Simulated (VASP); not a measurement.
# TiO2 (I4_1/amd) in VASP: notebook, part 2 of 2

VASP 6.6.1.

### Step 3. Single point, r2SCAN (epitaxial xy strain +2.0%)

File POSCAR:

```
TiO2
1.0
   -1.9266767868      1.9266767868      4.6656849664
    1.9266767868     -1.9266767868      4.6656849664
    1.9266767868      1.9266767868     -4.6656849664
Ti O
2 4
Direct
    0.7500000000      0.2500000000      0.5000000000
    0.0000000000      0.0000000000      0.0000000000
    0.5394589618      0.0394589618      0.5000000000
    0.7894589618      0.7894589618      0.0000000000
    0.2105410382      0.2105410382      0.0000000000
    0.9605410382      0.4605410382      0.5000000000
```

File INCAR.step1:

```
  PREC = Accurate
  ENCUT = 520
  ISMEAR = 0
  SIGMA = 0.01
  LREAL = F
  LASPH = T
  NELM = 60
  NBANDS = 33
  GGA = PE
  ALGO = Normal
  EDIFF = 1E-4
  LWAVE = T
  LCHARG = F
```

File INCAR.step2:

```
  PREC = Accurate
  ENCUT = 520
  EDIFF = 1E-6
  ISMEAR = 0
  SIGMA = 0.01
  LREAL = F
  LASPH = T
  NELM = 60
  ALGO = Normal
  ISIF = 2
  LWAVE = F
  LCHARG = F
  METAGGA = R2SCAN
  LMIXTAU = T
  NBANDS = 33
  ISTART = 1
```

File KPOINTS:

```
regular mesh
0
Gamma
  10 10 10
```

Potentials or basis: VASP PAW PBE potentials, release 64 (Ti_sv, O).

On the command line:

```
$ cat potpaw_PBE.64/Ti_sv/POTCAR potpaw_PBE.64/O/POTCAR > POTCAR
$ cp INCAR.step1 INCAR
$ mpirun -np 1 vasp_std > vasp.out
$ cp INCAR.step2 INCAR
$ mpirun -np 1 vasp_std > vasp.out
```

OUTCAR:

```text
PREC = Accurate
   ENCUT = 520
   EDIFF = 1E-6
   ISMEAR = 0
   LREAL = F
   LASPH = T
   NELM = 60
   ISIF = 2
   METAGGA = R2SCAN
   ISTART = 1

 ion  position               nearest neighbor table
   1  0.750  0.250  0.500-   5 1.96   4 1.96   4 1.96   5 1.96   3 1.96   6 1.96
   2  0.000  0.000  0.000-   6 1.96   3 1.96   3 1.96   6 1.96   5 1.96   4 1.96
   3  0.539  0.039  0.500-   2 1.96   2 1.96   1 1.96
   4  0.789  0.789  0.000-   1 1.96   1 1.96   2 1.96
   5  0.211  0.211  0.000-   1 1.96   1 1.96   2 1.96
   6  0.961  0.461  0.500-   2 1.96   2 1.96   1 1.96

  LATTYP: Found a body centered tetragonal cell.
 ALAT       =     3.8533535736
 C/A-ratio  =     2.4216230757

  Lattice vectors:

 A1 = (  -1.9266767868,   1.9266767868,   4.6656849664)
 A2 = (   1.9266767868,  -1.9266767868,   4.6656849664)
 A3 = (   1.9266767868,   1.9266767868,  -4.6656849664)

Analysis of symmetry for initial positions (statically):
=====================================================================
 Subroutine PRICEL returns:
 Original cell was already a primitive cell.

[... 183 lines left out ...]
 fundamental gap:      2.3968077064
 Fermi energy:         3.0240162170

 k-point     1 :       0.0000    0.0000    0.0000
  band No.  band energies     occupation
      1     -55.8096      2.00000
      2     -55.7462      2.00000
      3     -31.2175      2.00000
      4     -30.9703      2.00000
      5     -30.9702      2.00000
      6     -30.8926      2.00000
[... 853 lines left out ...]
     32       9.7829      0.00000
     33      10.4007      0.00000

 [... further k-points ...]

------------------------ aborting loop because EDIFF is reached ----------------------------------------

  FORCE on cell =-STRESS in cart. coord.  units (eV):
  Direction    XX          YY          ZZ          XY          YZ          ZX
  --------------------------------------------------------------------------------------
  -------------------------------------------------------------------------------------
  Total       -2.1439288     -2.1439288      0.5353933      0.0000000      0.0000000      0.0000000
  in kB      -49.5824297    -49.5824297     12.3819892      0.0000000      0.0000000      0.0000000
  external PRESSURE =     -28.9276234 kB  Pullay stress =       0.0000000 kB

 VOLUME and BASIS-vectors are now :
 -----------------------------------------------------------------------------
  energy-cutoff  :      520.00
  volume of cell :       69.28
      direct lattice vectors                 reciprocal lattice vectors
    -1.926676787  1.926676787  4.665684966     0.000000000  0.259514208  0.107165401
     1.926676787 -1.926676787  4.665684966     0.259514208  0.000000000  0.107165401
     1.926676787  1.926676787 -4.665684966     0.259514208  0.259514208  0.000000000

 POSITION                                       TOTAL-FORCE (eV/Angst)
 -----------------------------------------------------------------------------------
     -0.00000      1.92668      2.33284         0.000000      0.000000     -0.000000
      0.00000      0.00000      0.00000         0.000000      0.000000      0.000000
     -0.00000      1.92668      0.36821         0.000000     -0.000000     -0.042302
      0.00000      0.00000      7.36673        -0.000000      0.000000     -0.042302
      0.00000      0.00000      1.96464        -0.000000      0.000000      0.042302
     -0.00000      1.92668      4.29748         0.000000     -0.000000      0.042302
 -----------------------------------------------------------------------------------
    total drift:                               -0.000000      0.000000     -0.000000

  FREE ENERGIE OF THE ION-ELECTRON SYSTEM (eV)
  ---------------------------------------------------
  free  energy   TOTEN  =       -69.8187805624 eV

  energy  without entropy=      -69.8187805624  energy(sigma->0) =      -69.81878056
```

OUTCAR.step1:

```text
PREC = Accurate
   ENCUT = 520
   ISMEAR = 0
   LREAL = F
[... 1103 lines left out ...]
     -0.00000      1.92668      0.36821        -0.000000     -0.000000     -0.145053
      0.00000      0.00000      7.36673        -0.000000     -0.000000     -0.145053
      0.00000      0.00000      1.96464        -0.000000     -0.000000      0.145053
     -0.00000      1.92668      4.29748         0.000000      0.000000      0.145053
 -----------------------------------------------------------------------------------
    total drift:                               -0.000000      0.000000     -0.000000

  FREE ENERGIE OF THE ION-ELECTRON SYSTEM (eV)
  ---------------------------------------------------
  free  energy   TOTEN  =       -53.8229507846 eV

  energy  without entropy=      -53.8229507846  energy(sigma->0) =      -53.82295078
```

OSZICAR.step1:

```text
N       E                     dE             d eps       ncg     rms          rms(c)
DAV:   1     0.656108460727E+03    0.65611E+03   -0.24192E+04  6732   0.168E+03
DAV:   2     0.282431389734E+02   -0.62787E+03   -0.58404E+03  7322   0.506E+02
DAV:   3    -0.661021789556E+02   -0.94345E+02   -0.92486E+02  9109   0.189E+02
DAV:   4    -0.709220813493E+02   -0.48199E+01   -0.48099E+01 10157   0.413E+01
DAV:   5    -0.711086511617E+02   -0.18657E+00   -0.18654E+00  8692   0.628E+00    0.314E+01
DAV:   6    -0.540927693976E+02    0.17016E+02   -0.79096E+01  9352   0.881E+01    0.113E+01
DAV:   7    -0.540847456704E+02    0.80237E-02   -0.15191E+01  9039   0.332E+01    0.927E+00
DAV:   8    -0.539293560292E+02    0.15539E+00   -0.52147E-01  8693   0.594E+00    0.683E+00
DAV:   9    -0.539119890899E+02    0.17367E-01   -0.10276E+00  9099   0.116E+01    0.280E+00
DAV:  10    -0.538366819093E+02    0.75307E-01   -0.53267E-01  9060   0.707E+00    0.993E-01
DAV:  11    -0.538237954090E+02    0.12887E-01   -0.46715E-02  8736   0.157E+00    0.487E-01
DAV:  12    -0.538234642453E+02    0.33116E-03   -0.88795E-03  7688   0.100E+00    0.187E-01
DAV:  13    -0.538229855800E+02    0.47867E-03   -0.12281E-03  9419   0.348E-01    0.442E-02
DAV:  14    -0.538229507846E+02    0.34795E-04   -0.14192E-04  5392   0.139E-01
   1 F= -.53822951E+02 E0= -.53822951E+02  d E =-.523993E-23
```

It took 9.6 min on 1 thread of Intel Xeon 6975P-C (Granite Rapids), shared host; peak memory 0.37 GiB.

What came out:

```
Free energy            : -69.8188 eV
Pressure               : -2.9 GPa
Largest force          : 0.042 eV/Å
Band gap on the k mesh : 2.40 eV, indirect (least direct gap 2.79 eV)
```

Forces in eV/Å, atoms in the order of the input:
```
Ti   0.000  0.000  0.000
Ti   0.000  0.000  0.000
O    0.000  0.000 -0.042
O    0.000  0.000 -0.042
O    0.000  0.000  0.042
O    0.000  0.000  0.042
```

Levels at points of the mesh, in eV from the valence-band top:
```
           k point  band 22  band 23  band 24  band 25  band 26  band 27
(0.00, 0.00, 0.00)    -0.70    -0.50    -0.50     2.40     3.21     4.15
(0.50, 0.00, 0.00)    -0.95    -0.89    -0.61     3.50     3.76     3.87
(0.50, 0.50, 0.00)    -2.05    -0.01    -0.01     3.73     3.73     4.15
(0.50, 0.50, 0.50)    -1.28    -0.19    -0.19     2.79     2.79     4.07
```

Caveat: the cell differs from its parent crystal (epitaxial xy strain +2.0%); the PAW data sets were made with another functional, which shifts forces and pressure a little. A k mesh can miss the band edges.
